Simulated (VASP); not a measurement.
# Si5NiO12 (P1) in VASP: single point with PBEsol+U

Aim: the single point of Si5NiO12 with PBEsol+U.

Everything below comes from runs of VASP 6.6.1. Logs are shortened: lines on timing, memory, paths and dates and some standing lists are left out, and cuts for length are marked.

## Step 1: The cell of the first run

The typed cell holds 18 atoms: a = 9.833 Å, b = 4.916 Å, c = 5.408 Å, α = 90.00°, β = 90.00°, γ = 120.00°.

## Step 2: Single point, PBEsol+U, collinear spin, ferromagnetic start

INCAR reads:

```
PREC = Accurate
ENCUT = 520
EDIFF = 1E-6
ISMEAR = 0
SIGMA = 0.05
LREAL = Auto
LASPH = True
NELM = 150
ALGO = Normal
ISIF = 2
LWAVE = False
LCHARG = True
ISPIN = 2
MAGMOM = 4 0 0 0 0 0 0 0 0 0 0 0 0 0 0 0 0 0
LORBIT = 11
LMAXMIX = 4
LDAU = True
LDAUTYPE = 2
LDAUL = 2 -1 -1
LDAUU = 5 0 0
LDAUJ = 0 0 0
LDAUPRINT = 1
GGA = PS
LVHAR = True
NBANDS = 70
KPAR = 4
```

KPOINTS reads:

```
Automatic mesh
0
Gamma
  4 4 3
```

POSCAR reads:

```
Si5NiO12
1.0
    9.8327200000      0.0000000000      0.0000000000
   -2.4581800000      4.2576927000      0.0000000000
    0.0000000000      0.0000000000      5.4084000000
Ni Si O
1 5 12
Direct
    0.2276730509      0.0167602132      0.6729315115
    0.7327447177     -0.0177713050      0.6596868457
   -0.0044968012      0.4569620289      0.3361602475
    0.5019566314      0.4560873913      0.3242791530
    0.2723466675      0.5663218984      0.0193944739
    0.7693824824      0.5215083281     -0.0108387708
    0.2005962525      0.3375042496      0.7777810626
    0.7047173918      0.2536846634      0.7758837011
    0.3643616813      0.1172396500      0.4218935507
    0.8583674432      0.1173683190      0.4332581123
    0.4353541174      0.5941417731      0.1126439093
    0.9334413600      0.5751193706      0.1041009841
    0.1428784063      0.4226063247      0.2408122776
    0.6414641766      0.4105526909      0.2103090048
    0.0409574612      0.7049881868      0.5639303615
    0.5676724717      0.7039345913      0.5531612583
    0.3062425160      0.9129617074      0.9362867776
    0.7998856691      0.8507141800      0.8740508076
```

Potentials or basis: VASP PAW PBE potentials, release 64 (Ni, Si, O).

Run with:

```
> cat potpaw_PBE.64/Ni/POTCAR potpaw_PBE.64/Si/POTCAR potpaw_PBE.64/O/POTCAR > POTCAR
> mpirun -np 4 vasp_std > vasp.out
```

OUTCAR:

```text
PREC = Accurate
   ENCUT = 520
   EDIFF = 1E-6
   ISMEAR = 0
   LREAL = Auto
   LASPH = True
   NELM = 150
   ISIF = 2
   ISPIN = 2
   LORBIT = 11
   GGA = PS

 ion  position               nearest neighbor table
   1  0.228  0.017  0.673-   9 1.80  15 1.80  17 1.81   7 1.82   5 3.10   4 3.11
   2  0.733  0.982  0.660-  16 1.62   8 1.62  18 1.62  10 1.63   3 3.03   6 3.04   4 3.04   6 3.06

   3  0.996  0.457  0.336-  10 1.62  13 1.62  12 1.62  15 1.63   2 3.03   5 3.03   6 3.04
   4  0.502  0.456  0.324-  14 1.62   9 1.62  11 1.63  16 1.63   2 3.04   5 3.06   6 3.08   1 3.11

   5  0.272  0.566  0.019-  11 1.62  17 1.63  13 1.63   7 1.64   3 3.03   4 3.06   1 3.10
   6  0.769  0.522  0.989-  18 1.62  14 1.62   8 1.62  12 1.62   2 3.04   3 3.04   2 3.06   4 3.08

   7  0.201  0.338  0.778-   5 1.64   1 1.82
   8  0.705  0.254  0.776-   2 1.62   6 1.62
   9  0.364  0.117  0.422-   4 1.62   1 1.80
  10  0.858  0.117  0.433-   3 1.62   2 1.63
  11  0.435  0.594  0.113-   5 1.62   4 1.63
  12  0.933  0.575  0.104-   6 1.62   3 1.62
  13  0.143  0.423  0.241-   3 1.62   5 1.63
  14  0.641  0.411  0.210-   4 1.62   6 1.62
  15  0.041  0.705  0.564-   3 1.63   1 1.80
  16  0.568  0.704  0.553-   2 1.62   4 1.63
  17  0.306  0.913  0.936-   5 1.63   1 1.81
  18  0.800  0.851  0.874-   6 1.62   2 1.62

  Warning from LATTYP: Monoclinic adjustment (A1->A3, A2->A1, A3->A2)!
  LATTYP: Found a simple orthorhombic cell.
 ALAT       =     4.9163600397
 B/A-ratio  =     1.1000821657
 C/A-ratio  =     1.7320507982

  Lattice vectors:

 A1 = (  -2.4581800000,   4.2576927000,   0.0000000000)
 A2 = (   0.0000000000,   0.0000000000,   5.4084000000)
 A3 = (   7.3745400000,   4.2576927000,   0.0000000000)

Analysis of symmetry for initial positions (statically):
=====================================================================
 Subroutine PRICEL returns:
 Original cell was already a primitive cell.

 Routine SETGRP: Setting up the symmetry group for a
 simple orthorhombic supercell.

 Subroutine GETGRP returns: Found  1 space group operations
 (whereof  1 operations were pure point group operations)
 out of a pool of  8 trial point group operations.

The static configuration has the point symmetry C_1 .

Analysis of symmetry for dynamics (positions and initial velocities):
=====================================================================
 Subroutine PRICEL returns:
 Original cell was already a primitive cell.

 Routine SETGRP: Setting up the symmetry group for a
 simple orthorhombic supercell.

 Subroutine GETGRP returns: Found  1 space group operations
 (whereof  1 operations were pure point group operations)
 out of a pool of  8 trial point group operations.

The dynamic configuration has the point symmetry C_1 .

Analysis of structural, dynamic, and magnetic symmetry:
=====================================================================
 Subroutine PRICEL returns:
 Original cell was already a primitive cell.

 Routine SETGRP: Setting up the symmetry group for a
 simple orthorhombic supercell.

 Subroutine GETGRP returns: Found  1 space group operations
 (whereof  1 operations were pure point group operations)
 out of a pool of  8 trial point group operations.

The overall configuration has the point symmetry C_1 .

 Subroutine INISYM returns: Found  1 space group operations
 (whereof  1 operations are pure point group operations),
 and found     1 'primitive' translations

----------------------------------------------------------------------------------------

                                     Primitive cell

  volume of cell :     226.4210

  direct lattice vectors                    reciprocal lattice vectors
     9.832720000  0.000000000  0.000000000     0.101701259  0.058717248  0.000000000
    -2.458180000  4.257692700  0.000000000     0.000000000  0.234868994  0.000000000
     0.000000000  0.000000000  5.408400000     0.000000000  0.000000000  0.184897567

  length of vectors
     9.832720000  4.916360040  5.408400000     0.117434498  0.234868994  0.184897567

  position of ions in fractional coordinates (direct lattice)
     0.227673051  0.016760213  0.672931512
     0.732744718  0.982228695  0.659686846
     0.995503199  0.456962029  0.336160247
     0.501956631  0.456087391  0.324279153
[... 111 lines left out ...]
   IBRION =     -1    ionic relax: 0-MD 1-quasi-New 2-CG
   NFREE  =      0    steps in history (QN), initial steepest desc. (CG)
   ISIF   =      2    stress and relaxation
   ISYM   =      2    0-nonsym 1-usesym 2-fastsym
   POTIM  = 0.5000    time-step for ionic-motion
   TEBEG  =    0.0;   TEEND  =   0.0 temperature during run
   PSTRESS=    0.0 pullay stress
   NELECT =     102.0000    total number of electrons
   NUPDOWN=      -1.0000    fix difference up-down
   EMIN   =  10.00;   EMAX   =-10.00  energy-range for DOS
   EFERMI =   0.00;   METHOD = LEGACY
   ISMEAR =     0;   SIGMA  =   0.05  broadening in eV -4-tet -1-fermi 0-gaus
   EFERMI_NEDOS =   21; number of points for ismear=-14 and -15
   IALGO  =     38    algorithm
   IMIX   =      4    mixing-type and parameters
     AMIX     =   0.40;   BMIX     =  1.00
     AMIX_MAG =   1.60;   BMIX_MAG =  1.00
  volume/ion in A,a.u.               =      12.58        84.89
  Fermi-wavevector in a.u.,A,eV,Ry     =   1.254978  2.371564 21.428750  1.574969
  Thomas-Fermi vector in A             =   2.388756
   LORBIT       =     11    0 simple, 1 ext, 2 COOP (PROOUT), +10 PAW based schemes
 LDA+U is selected, type is set to LDAUTYPE =  2
   angular momentum for each species LDAUL =     2   -1   -1
   U (eV)           for each species LDAUU =   5.0  0.0  0.0
   J (eV)           for each species LDAUJ =   0.0  0.0  0.0
   GGA     = PS    functional components
   LHFCALC =     F    Hartree Fock is set to
   AEXX    =    0.0000 exact exchange contribution
   IVDW    =     0    specifies the selected vdW correction
   LEPSILON=     F    determine dielectric tensor
   LRPA    =     F    only Hartree local field effects (RPA)
 spin polarized calculation
 Gauss-broadening in eV      SIGMA  =   0.05
  energy-cutoff  :      520.00
  volume of cell :      226.42
 maximum number of plane-waves:      6144
 NGX is ok and might be reduce to    80
   NGX = 37   NGY = 19   NGZ = 21

atom =   1  type =  1  l = 2

 onsite density matrix

spin component  1

  1.0387  0.0001 -0.0011  0.0039  0.0011
  0.0001  1.0174 -0.0203  0.0012 -0.0118
 -0.0011 -0.0203  1.0164  0.0010  0.0101
  0.0039  0.0012  0.0010  1.0510 -0.0017
  0.0011 -0.0118  0.0101 -0.0017  1.0032

spin component  2

  0.3830  0.0077  0.0265 -0.0504 -0.0395
  0.0077  0.6849  0.2457 -0.0089  0.0851
  0.0265  0.2457  0.7814 -0.0114 -0.0787
 -0.0504 -0.0089 -0.0114  0.4219 -0.0103
 -0.0395  0.0851 -0.0787 -0.0103  0.8026

 occupancies and eigenvectors

  o =  0.3450  v =  0.0000  0.0000  0.0000  0.0000  0.0000  0.8296 -0.0186 -0.0100  0.5514  0.0857      0.0000  0.0000  0.0000  0.0000  0.0000  0.0000  0.0000  0.0000  0.0000  0.0000
  o =  0.4450  v =  0.0000  0.0000  0.0000  0.0000  0.0000  0.1445  0.7106 -0.6037 -0.1593 -0.2905      0.0000  0.0000  0.0000  0.0000  0.0000  0.0000  0.0000  0.0000  0.0000  0.0000
  o =  0.4551  v =  0.0000  0.0000  0.0000  0.0000  0.0000 -0.5307  0.1779 -0.0860  0.8183 -0.0989      0.0000  0.0000  0.0000  0.0000  0.0000  0.0000  0.0000  0.0000  0.0000  0.0000
  o =  0.8433  v =  0.0000  0.0000  0.0000  0.0000  0.0000  0.0836 -0.2738  0.1492  0.0149 -0.9464      0.0000  0.0000  0.0000  0.0000  0.0000  0.0000  0.0000  0.0000  0.0000  0.0000
  o =  0.9855  v =  0.0000  0.0000  0.0000  0.0000  0.0000  0.0481  0.6230  0.7784 -0.0289 -0.0537      0.0000  0.0000  0.0000  0.0000  0.0000  0.0000  0.0000  0.0000  0.0000  0.0000
  o =  0.9959  v = -0.0033  0.7140  0.4377 -0.0067  0.5465  0.0000  0.0000  0.0000  0.0000  0.0000      0.0000  0.0000  0.0000  0.0000  0.0000  0.0000  0.0000  0.0000  0.0000  0.0000
  o =  0.9977  v =  0.0410  0.1945  0.6241 -0.0441 -0.7543  0.0000  0.0000  0.0000  0.0000  0.0000      0.0000  0.0000  0.0000  0.0000  0.0000  0.0000  0.0000  0.0000  0.0000  0.0000
  o =  1.0377  v = -0.9613  0.0326  0.0089  0.2684 -0.0522  0.0000  0.0000  0.0000  0.0000  0.0000      0.0000  0.0000  0.0000  0.0000  0.0000  0.0000  0.0000  0.0000  0.0000  0.0000
  o =  1.0431  v =  0.0078  0.6676 -0.6460 -0.1007 -0.3560  0.0000  0.0000  0.0000  0.0000  0.0000      0.0000  0.0000  0.0000  0.0000  0.0000  0.0000  0.0000  0.0000  0.0000  0.0000
  o =  1.0522  v = -0.2723 -0.0751  0.0387 -0.9570  0.0538  0.0000  0.0000  0.0000  0.0000  0.0000      0.0000  0.0000  0.0000  0.0000  0.0000  0.0000  0.0000  0.0000  0.0000  0.0000

 number of electron     101.9999986 magnetization       4.0000454

 Free energy of the ion-electron system (eV)
  ---------------------------------------------------
  ext. energy  EPLUGINS =         0.00000000
  ---------------------------------------------------
  free energy    TOTEN  =      -136.85873051 eV

  energy without entropy =     -136.85709457  energy(sigma->0) =     -136.85791254

 E-fermi :   1.2121     XC(G=0):  -9.5845

 val. band max:        1.1600851285   @ k =  -0.2500   0.2500  -0.3333
 cond. band min:       1.2645326544   @ k =   0.0000   0.5000   0.3333
 fundamental gap:      0.1044475259
 Fermi energy:         1.2120966203

 spin component 1

 k-point     1 :       0.0000    0.0000    0.0000
  band No.  band energies     occupation
      1     -18.3778      1.00000
      2     -17.6667      1.00000
      3     -17.4731      1.00000
      4     -16.9490      1.00000
      5     -16.8009      1.00000
      6     -16.3664      1.00000
[... 3161 lines left out ...]
     62      11.1371      0.00000
     63      11.2478      0.00000

 [... further k-points ...]

 [bands above 63 left out]

------------------------ aborting loop because EDIFF is reached ----------------------------------------

  FORCE on cell =-STRESS in cart. coord.  units (eV):
  Direction    XX          YY          ZZ          XY          YZ          ZX
  --------------------------------------------------------------------------------------
  -------------------------------------------------------------------------------------
  Total        0.4109874      1.1594314      1.6999993      0.1618696     -0.8752922      0.1342684
  in kB        2.9081872      8.2042494     12.0293601      1.1454048     -6.1936529      0.9500961
  external PRESSURE =       7.7139322 kB  Pullay stress =       0.0000000 kB

 VOLUME and BASIS-vectors are now :
 -----------------------------------------------------------------------------
  energy-cutoff  :      520.00
  volume of cell :      226.42
      direct lattice vectors                 reciprocal lattice vectors
     9.832720000  0.000000000  0.000000000     0.101701259  0.058717248  0.000000000
    -2.458180000  4.257692700  0.000000000     0.000000000  0.234868994  0.000000000
     0.000000000  0.000000000  5.408400000     0.000000000  0.000000000  0.184897567

 POSITION                                       TOTAL-FORCE (eV/Angst)
 -----------------------------------------------------------------------------------
      2.19745      0.07136      3.63948         0.063002     -0.018038     -0.033799
      4.79038      4.18203      3.56785        -0.015861      0.004004     -0.002915
      8.66521      1.94560      1.81809         0.027533     -0.039565     -0.033783
      3.81445      1.94188      1.75383         0.017596      0.029701      0.003236
      1.28579      2.41122      0.10489         0.041423     -0.012025      0.057138
      6.28316      2.22042      5.34978         0.019693      0.016055     -0.008553
[... 10 lines left out ...]
      0.76697      3.88711      5.06381        -0.444820      0.277918     -0.584041
      5.77384      3.62208      4.72722         0.010441      0.025170      0.012796
 -----------------------------------------------------------------------------------
    total drift:                               -0.012373      0.002035      0.002150

  FREE ENERGIE OF THE ION-ELECTRON SYSTEM (eV)
  ---------------------------------------------------
  free  energy   TOTEN  =      -136.8587305068 eV

  energy  without entropy=     -136.8570945653  energy(sigma->0) =     -136.85791254

 total charge

# of ion       s       p       d       tot
------------------------------------------
    1        0.486   0.696   8.163   9.345
    2        0.650   1.003   0.000   1.654
    3        0.656   1.003   0.000   1.660
    4        0.655   1.005   0.000   1.660
    5        0.661   1.007   0.000   1.668
    6        0.649   1.002   0.000   1.652
[... 10 lines left out ...]
   17        1.565   3.481   0.000   5.046
   18        1.547   3.678   0.000   5.226
--------------------------------------------------
tot         22.400  48.996   8.163  79.560

 magnetization (x)

# of ion       s       p       d       tot
------------------------------------------
    1       -0.005   0.058   2.049   2.102
    2       -0.000  -0.000   0.000  -0.000
    3        0.000   0.002   0.000   0.002
    4        0.001   0.003   0.000   0.005
    5       -0.000   0.002   0.000   0.002
    6       -0.000   0.000   0.000   0.000
[... 10 lines left out ...]
   17        0.010   0.349   0.000   0.359
   18        0.000   0.004   0.000   0.004
--------------------------------------------------
tot          0.038   1.592   2.049   3.679
```

Wall time 17 min (4 MPI ranks of Oxide Virtual Turin-like, shared host); peak memory 0.77 GiB.

Results:

- Free energy: -136.8587 eV
- Pressure: 0.8 GPa
- Largest force: 0.844 eV/Å
- Band gap on the k mesh: 0.10 eV (least direct gap 0.11 eV)
- Net moment: 4.00 μB per cell
- Site moments: Ni +2.10; Si -0.00, +0.00, +0.01 (each value once); O +0.37, +0.01, +0.32, +0.03, +0.05, +0.34, +0.36, +0.00 (each value once) μB
- Valence electrons inside the program's atomic spheres: Ni 9.35; Si 1.65, 1.66, 1.67 (each value once); O 5.03, 5.22, 5.06, 5.21, 5.20, 5.05, 5.23 (each value once)

Forces on the atoms (eV/Å):
```
Ni   0.063 -0.018 -0.034
Si  -0.016  0.004 -0.003
Si   0.028 -0.040 -0.034
Si   0.018  0.030  0.003
Si   0.041 -0.012  0.057
Si   0.020  0.016 -0.009
O    0.364 -0.559 -0.320
O   -0.012  0.013 -0.009
O   -0.512 -0.280  0.609
O    0.006 -0.014 -0.012
O    0.013  0.021 -0.013
O    0.025  0.010 -0.001
O    0.016 -0.015 -0.003
O    0.008 -0.012  0.019
O    0.390  0.575  0.310
O   -0.019 -0.023  0.009
O   -0.445  0.278 -0.584
O    0.010  0.025  0.013
```

Eigenvalues of the final occupation matrices:
```tsv
site	spin	trace	eigenvalues
site 1 d	1	5.13	1.00 1.00 1.04 1.04 1.05
site 1 d	2	3.07	0.34 0.44 0.46 0.84 0.99
```

Caveat: the PAW data sets were made with another functional, which shifts forces and pressure a little; an odd mesh through Γ misses points on the zone boundary, where band edges can lie; a cell with one magnetic atom can't hold antiferromagnetic order, which such compounds often take.
